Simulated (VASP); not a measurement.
# Re (P6_3/mmc) in VASP: notebook

Runs on Re. Level: BLYP. Tasks: single point, relaxation of cell and atoms.

All numbers are computed with VASP 6.6.1; they aren't measurements. Logs are shortened: lines on timing, memory, paths and dates and some standing lists are left out, and cuts for length are marked.

### 1 The cell of the first run

The structure is hexagonal, space group P6_3/mmc (No. 194). The conventional cell has a = 2.815 Å, b = 2.815 Å, c = 4.526 Å, α = 90.00°, β = 90.00°, γ = 120.00°. Re (site symmetry -6m2) has 12 Re at 2.79 to 2.82 Å within 3.7 Å.

### 2 Single point, BLYP

INCAR reads:

```
SYSTEM = Re
PREC     = Accurate       ! precision mode
ENCUT    = 520            ! plane-wave cutoff, eV
EDIFF    = 1E-7           ! SCF threshold, eV
ISMEAR   = -1             ! smearing method
SIGMA    = 0.1            ! smearing width, eV
LREAL    = .FALSE.        ! projectors in reciprocal space
LASPH    = .TRUE.         ! aspherical terms in the spheres
NELM     = 60             ! most SCF steps
ALGO     = Normal         ! electronic algorithm
ISIF     = 2              ! what is computed and relaxed
LWAVE    = .FALSE.        ! write WAVECAR
LCHARG   = .FALSE.        ! write CHGCAR
GGA      = B5             ! functional
ALDAX    = 1.0          
AGGAX    = 1.0          
AGGAC    = 1.0          
ALDAC    = 0.0          
NBANDS   = 14             ! bands
```

KPOINTS reads:

```
Automatic mesh
0
G
  13 13 7
  0 0 0
```

POSCAR reads:

```
Re
1.0
    2.8150812201      0.0000000000      0.0000000000
   -1.4075406101      2.4379318503      0.0000000000
    0.0000000000      0.0000000000      4.5258909785
Re
2
Direct
    0.3333333333      0.6666666667      0.2500000000
    0.6666666667      0.3333333333      0.7500000000
```

Potentials or basis: VASP PAW PBE potentials, release 64 (Re).

Started as:

```bash
$ cat potpaw_PBE.64/Re/POTCAR > POTCAR
$ mpirun -np 1 vasp_std > vasp.out
```

OUTCAR:

```text
SYSTEM = Re
   PREC = Accurate
   ENCUT = 520
   EDIFF = 1E-7
   ISMEAR = -1
   LREAL = .FALSE.
   LASPH = .TRUE.
   NELM = 60
   ISIF = 2
   GGA = B5

 ion  position               nearest neighbor table
   1  0.333  0.667  0.250-   2 2.79   2 2.79   2 2.79   2 2.79   2 2.79   2 2.79
   2  0.667  0.333  0.750-   1 2.79   1 2.79   1 2.79   1 2.79   1 2.79   1 2.79

  LATTYP: Found a hexagonal cell.
 ALAT       =     2.8150812201
 C/A-ratio  =     1.6077301593

  Lattice vectors:

 A1 = (   2.8150812201,   0.0000000000,   0.0000000000)
 A2 = (  -1.4075406101,   2.4379318503,   0.0000000000)
 A3 = (   0.0000000000,   0.0000000000,   4.5258909785)

Analysis of symmetry for initial positions (statically):
=====================================================================
 Subroutine PRICEL returns:
 Original cell was already a primitive cell.

 Routine SETGRP: Setting up the symmetry group for a
 hexagonal supercell.

 Subroutine GETGRP returns: Found 24 space group operations
 (whereof 12 operations were pure point group operations)
 out of a pool of 24 trial point group operations.

The static configuration has the point symmetry D_3d.
 The point group associated with its full space group is D_6h.

Analysis of symmetry for dynamics (positions and initial velocities):
=====================================================================
 Subroutine PRICEL returns:
 Original cell was already a primitive cell.

 Routine SETGRP: Setting up the symmetry group for a
 hexagonal supercell.

 Subroutine GETGRP returns: Found 24 space group operations
 (whereof 12 operations were pure point group operations)
 out of a pool of 24 trial point group operations.

The dynamic configuration has the point symmetry D_3d.
 The point group associated with its full space group is D_6h.

 Subroutine INISYM returns: Found 24 space group operations
 (whereof 12 operations are pure point group operations),
 and found     1 'primitive' translations

----------------------------------------------------------------------------------------

                                     Primitive cell

  volume of cell :      31.0611

  direct lattice vectors                    reciprocal lattice vectors
     2.815081220  0.000000000  0.000000000     0.355229538  0.205091869  0.000000000
    -1.407540610  2.437931850  0.000000000     0.000000000  0.410183738  0.000000000
     0.000000000  0.000000000  4.525890978     0.000000000  0.000000000  0.220950970

  length of vectors
     2.815081220  2.815081220  4.525890978     0.410183738  0.410183738  0.220950970

  position of ions in fractional coordinates (direct lattice)
     0.333333333  0.666666667  0.250000000
     0.666666667  0.333333333  0.750000000

  ion indices of the primitive-cell ions
   primitive index   ion index
                 1           1
                 2           2

----------------------------------------------------------------------------------------

 KPOINTS: Automatic mesh

Automatic generation of k-mesh.
 Grid dimensions read from file:
 generate k-points for:   13   13    7

 Generating k-lattice:

  Cartesian coordinates                     Fractional coordinates (reciprocal lattice)
     0.027325349  0.015776298  0.000000000     0.076923077  0.000000000  0.000000000
     0.000000000  0.031552595  0.000000000     0.000000000  0.076923077  0.000000000
     0.000000000  0.000000000  0.031564424     0.000000000  0.000000000  0.142857143

  Length of vectors
     0.031552595  0.031552595  0.031564424

  Shift w.r.t. Gamma in fractional coordinates (k-lattice)
     0.000000000  0.000000000  0.000000000

 Subroutine IBZKPT returns following result:
 ===========================================

 Found     84 irreducible k-points:

 Following reciprocal coordinates:
            Coordinates               Weight
  0.000000  0.000000  0.000000      1.000000
  0.076923  0.000000  0.000000      6.000000
  0.153846  0.000000  0.000000      6.000000
  0.230769 -0.000000  0.000000      6.000000
  0.307692  0.000000  0.000000      6.000000
  0.384615  0.000000  0.000000      6.000000
[... 16 lines left out ...]
  0.076923  0.000000  0.142857     12.000000
  0.153846  0.000000  0.142857     12.000000
 [... further k-points ...]
   k-points           NKPTS =     84   k-points in BZ     NKDIM =     84   number of bands    NBANDS=     14
   number of dos      NEDOS =    301   number of ions     NIONS =      2
   total plane-waves  NPLWV =  20736
   dimension x,y,z NGX =    24 NGY =   24 NGZ =   36
   dimension x,y,z NGXF=    48 NGYF=   48 NGZF=   72
   ions per type =               2
   NGX,Y,Z   is equivalent  to a cutoff of  14.17, 14.17, 13.22 a.u.
   NGXF,Y,Z  is equivalent  to a cutoff of  28.35, 28.35, 26.45 a.u.
 SYSTEM =  Re
   PREC   = accura    normal or accurate (medium, high low for compatibility)
   ISTART =      0    job   : 0-new  1-cont  2-samecut
   ICHARG =      2    charge: 1-file 2-atom 10-const
   ISPIN  =      1    spin polarized calculation?
   LNONCOLLINEAR =      F non collinear calculations
   LSORBIT =      F    spin-orbit coupling
   LASPH  =      T    aspherical Exc in radial PAW
   ENCUT  =  520.0 eV  38.22 Ry    6.18 a.u.   5.23  5.23  8.42*2*pi/ulx,y,z
   NELM   =     60;   NELMIN=  2; NELMDL= -5     # of ELM steps
   EDIFF  = 0.1E-06   stopping-criterion for ELM
   LREAL  =      F    real-space projection
   EDIFFG = 0.1E-05   stopping-criterion for IOM
   NSW    =      0    number of steps for IOM
   IBRION =     -1    ionic relax: 0-MD 1-quasi-New 2-CG
   NFREE  =      0    steps in history (QN), initial steepest desc. (CG)
   ISIF   =      2    stress and relaxation
   ISYM   =      2    0-nonsym 1-usesym 2-fastsym
   POTIM  = 0.5000    time-step for ionic-motion
   TEBEG  =    0.0;   TEEND  =   0.0 temperature during run
   PSTRESS=    0.0 pullay stress
   NELECT =      14.0000    total number of electrons
   NUPDOWN=      -1.0000    fix difference up-down
   EMIN   =  10.00;   EMAX   =-10.00  energy-range for DOS
   EFERMI =   0.00;   METHOD = LEGACY
   ISMEAR =    -1;   SIGMA  =   0.10  broadening in eV -4-tet -1-fermi 0-gaus
   EFERMI_NEDOS =   21; number of points for ismear=-14 and -15
   IALGO  =     38    algorithm
   IMIX   =      4    mixing-type and parameters
     AMIX     =   0.40;   BMIX     =  1.00
     AMIX_MAG =   1.60;   BMIX_MAG =  1.00
  volume/ion in A,a.u.               =      15.53       104.81
  Fermi-wavevector in a.u.,A,eV,Ry     =   1.255197  2.371979 21.436253  1.575520
  Thomas-Fermi vector in A             =   2.388966
   LORBIT       =      0    0 simple, 1 ext, 2 COOP (PROOUT), +10 PAW based schemes
   GGA     = B5    functional components
   LHFCALC =     F    Hartree Fock is set to
   AEXX    =    0.0000 exact exchange contribution
   IVDW    =     0    specifies the selected vdW correction
   LEPSILON=     F    determine dielectric tensor
   LRPA    =     F    only Hartree local field effects (RPA)
 non-spin polarized calculation
  energy-cutoff  :      520.00
  volume of cell :       31.06
 maximum number of plane-waves:       852
 NGX is ok and might be reduce to    24
   NGX = 11   NGY = 11   NGZ = 17

 number of electron      14.0000000 magnetization

 Free energy of the ion-electron system (eV)
  ---------------------------------------------------
  ext. energy  EPLUGINS =         0.00000000
  ---------------------------------------------------
  free energy    TOTEN  =       -21.56278591 eV

  energy without entropy =      -21.50681522  energy(sigma->0) =      -21.53480056

 E-fermi :   7.8362     XC(G=0): -12.7362

 val. band max:        7.8335211275   @ k =   0.1538   0.0769   0.1429
 cond. band min:       7.8370740364   @ k =   0.3846   0.1538   0.2857
 fundamental gap:      0.0035529090
 Fermi energy:         7.8361824406

 k-point     1 :       0.0000    0.0000    0.0000
  band No.  band energies     occupation
      1      -1.4833      2.00000
      2       1.6535      2.00000
      3       6.3411      2.00000
      4       6.3411      2.00000
      5       6.3813      2.00000
      6       7.1058      1.99865
      7       7.1058      1.99865
      8       7.9189      0.60856
      9       7.9189      0.60856
     10       8.7047      0.00034
     11      10.9054      0.00000
     12      10.9054      0.00000
     13      17.2092      0.00000
     14      22.1897      0.00000

 k-point     2 :       0.0769    0.0000    0.0000
  band No.  band energies     occupation
      1      -1.2560      2.00000
      2       1.8649      2.00000
      3       5.8698      2.00000
      4       6.5464      1.99999
      5       6.7817      1.99995
      6       6.9653      1.99967
      7       7.2989      1.99076
      8       7.5148      1.92273
      9       7.7539      1.38987
     10       8.1086      0.12309
     11      11.0145      0.00000
     12      11.9374      0.00000
     13      17.1866      0.00000
     14      22.6711      0.00000

 k-point     3 :       0.1538    0.0000    0.0000
  band No.  band energies     occupation
      1      -0.6104      2.00000
      2       2.4146      2.00000
      3       5.3244      2.00000
      4       6.2699      2.00000
      5       6.5449      2.00000
      6       7.1476      1.99796
      7       7.3573      1.98349
      8       7.3655      1.98210
      9       7.7191      1.52649
     10       7.8611      0.87599
     11      11.2537      0.00000
     12      13.6989      0.00000
     13      17.0624      0.00000
     14      23.7658      0.00000

 k-point     4 :       0.2308   -0.0000    0.0000
  band No.  band energies     occupation
      1       0.3314      2.00000
      2       2.9342      2.00000
      3       5.0328      2.00000
      4       5.0601      2.00000
      5       6.2087      2.00000
      6       6.8932      1.99984
      7       7.3527      1.98424
      8       8.0963      0.13812
      9       8.1500      0.08309
     10       8.7367      0.00025
     11      11.4908      0.00000
     12      15.5605      0.00000
     13      16.8005      0.00000
     14      22.9064      0.00000

 k-point     5 :       0.3077    0.0000    0.0000
  band No.  band energies     occupation
      1       1.3220      2.00000
      2       2.8989      2.00000
      3       4.0885      2.00000
      4       5.2608      2.00000
      5       6.3429      2.00000
      6       6.4748      2.00000
      7       7.0110      1.99948
      8       9.2803      0.00000
      9       9.2878      0.00000
     10       9.8175      0.00000
     11      11.6636      0.00000
[... 276 lines left out ...]
 k-point    22 :       0.0000    0.0000    0.1429
  band No.  band energies     occupation
      1      -1.2535      2.00000
      2       1.6609      2.00000
      3       6.2302      2.00000
      4       6.2302      2.00000
      5       6.2512      2.00000
      6       6.9663      1.99967
      7       6.9663      1.99967
      8       8.0167      0.28252
      9       8.2365      0.03584
     10       8.2365      0.03584
     11      10.9166      0.00000
     12      10.9166      0.00000
     13      18.2199      0.00000
     14      21.7582      0.00000

 k-point    23 :       0.0769    0.0000    0.1429
  band No.  band energies     occupation
      1      -1.0302      2.00000
      2       1.8783      2.00000
      3       5.8612      2.00000
      4       6.4090      2.00000
      5       6.4599      2.00000
      6       6.6307      1.99999
      7       7.1463      1.99798
      8       7.6102      1.81099
      9       8.1159      0.11491
     10       8.1802      0.06210
     11      11.0049      0.00000
     12      11.6292      0.00000
     13      18.2250      0.00000
     14      22.2336      0.00000

 k-point    24 :       0.1538    0.0000    0.1429
  band No.  band energies     occupation
      1      -0.4008      2.00000
      2       2.4491      2.00000
      3       5.3675      2.00000
      4       5.7488      2.00000
      5       6.4171      2.00000
      6       6.8401      1.99991
      7       7.2099      1.99619
      8       7.6058      1.81832
      9       7.9971      0.33353
     10       8.1748      0.06544
     11      11.1945      0.00000
     12      12.9724      0.00000
     13      18.2057      0.00000
     14      23.4087      0.00000

 [... further k-points ...]

------------------------ aborting loop because EDIFF is reached ----------------------------------------

  FORCE on cell =-STRESS in cart. coord.  units (eV):
  Direction    XX          YY          ZZ          XY          YZ          ZX
  --------------------------------------------------------------------------------------
  -------------------------------------------------------------------------------------
  Total        0.3506730      0.3506730      0.3353909     -0.0000000     -0.0000000     -0.0000000
  in kB       18.0882422     18.0882422     17.2999695     -0.0000000     -0.0000000     -0.0000000
  external PRESSURE =      17.8254846 kB  Pullay stress =       0.0000000 kB

 VOLUME and BASIS-vectors are now :
 -----------------------------------------------------------------------------
  energy-cutoff  :      520.00
  volume of cell :       31.06
      direct lattice vectors                 reciprocal lattice vectors
     2.815081220  0.000000000  0.000000000     0.355229538  0.205091869  0.000000000
    -1.407540610  2.437931850  0.000000000     0.000000000  0.410183738  0.000000000
     0.000000000  0.000000000  4.525890978     0.000000000  0.000000000  0.220950970

 POSITION                                       TOTAL-FORCE (eV/Angst)
 -----------------------------------------------------------------------------------
     -0.00000      1.62529      1.13147         0.000000     -0.000000      0.000000
      1.40754      0.81264      3.39442        -0.000000      0.000000      0.000000
 -----------------------------------------------------------------------------------
    total drift:                                0.000000     -0.000000     -0.000000

  FREE ENERGIE OF THE ION-ELECTRON SYSTEM (eV)
  ---------------------------------------------------
  free  energy   TOTEN  =       -21.5627859062 eV

  energy  without entropy=      -21.5068152203  energy(sigma->0) =      -21.53480056
```

Wall time 19 s (1 thread of Intel Xeon 6975P-C (Granite Rapids), shared host); peak memory 0.17 GiB.

Results:

- Free energy: -21.5628 eV
- Pressure: 1.8 GPa
- Band gap on the k mesh: zero (bands 7 and 8 overlap by 2.79 eV)

Stress tensor (GPa, compression positive):
```
1.81 0.00 0.00
0.00 1.81 0.00
0.00 0.00 1.73
```

Caveat: the PAW data sets were made with another functional, which shifts forces and pressure a little; spin-orbit coupling is left out, which moves the levels of the heavy elements.

### 3 Relaxation of cell and atoms, BLYP

This run uses another cell than the first one, of 14.71 Å³/atom.

INCAR reads:

```
SYSTEM = Re
AGGAC = 1.0 ; AGGAX = 1.0
ALDAC = 0.0 ; ALDAX = 1.0
ALGO = Normal ; EDIFF = 1E-6
EDIFFG = -0.01 ; ENCUT = 600
GGA = B5 ; IBRION = 2
ISIF = 3 ; ISMEAR = -1
LASPH = .TRUE. ; LCHARG = .FALSE.
LREAL = .FALSE. ; LWAVE = .FALSE.
NELM = 80 ; NSW = 80
PREC = Accurate ; SIGMA = 0.1
```

KPOINTS reads:

```
k-points
0
G
  13 13 7
  0 0 0
```

POSCAR reads:

```
Re
1.0
    2.7607987292      0.0000000000      0.0000000000
   -1.3803993646      2.3909218342      0.0000000000
    0.0000000000      0.0000000000      4.4582000000
Re
2
Direct
    0.3333333333      0.6666666667      0.2500000000
    0.6666666667      0.3333333333      0.7500000000
```

Potentials or basis: VASP PAW PBE potentials, release 64 (Re).

Started as:

```bash
$ cat potpaw_PBE.64/Re/POTCAR > POTCAR
$ mpirun -np 1 vasp_std > vasp.out
```

Wall time 1.7 min (1 thread of Intel Xeon 6975P-C (Granite Rapids), shared host); peak memory 0.18 GiB.

It converged, with:

| Item | Value |
| --- | --- |
| Free energy | -21.5642 eV |
| Relaxed volume | 15.62 Å³/atom |
| Relaxed cell | a = 2.821 Å, b = 2.821 Å, c = 4.533 Å, α = 90.00°, β = 90.00°, γ = 120.00° |
| Space group after relaxing (to 0.1 Å) | P6_3/mmc (No. 194) |
| Pressure after relaxing | 0.0 GPa |
| Band gap on the k mesh | zero (bands 7 and 8 overlap by 2.77 eV) |

Final structure:
```
Re
1.0
     2.82055    0.00000    0.00000
    -1.41027    2.44267    0.00000
     0.00000    0.00000    4.53323
Re
2
Direct
  0.33333 0.66667 0.25000
  0.66667 0.33333 0.75000
```

Levels at points of the mesh, in eV from the Fermi level:
| k point | band 3 | band 4 | band 5 | band 6 | band 7 | band 8 | band 9 | band 10 | band 11 |
| --- | --- | --- | --- | --- | --- | --- | --- | --- | --- |
| (0.00, 0.00, 0.00) | -1.48 | -1.48 | -1.44 | -0.72 | -0.72 | 0.08 | 0.08 | 0.86 | 3.05 |

Caveat: the PAW data sets were made with another functional, which shifts forces and pressure a little; spin-orbit coupling is left out, which moves the levels of the heavy elements. BLYP gives volumes clearly too large for solids.

[end of part 1 of 2]
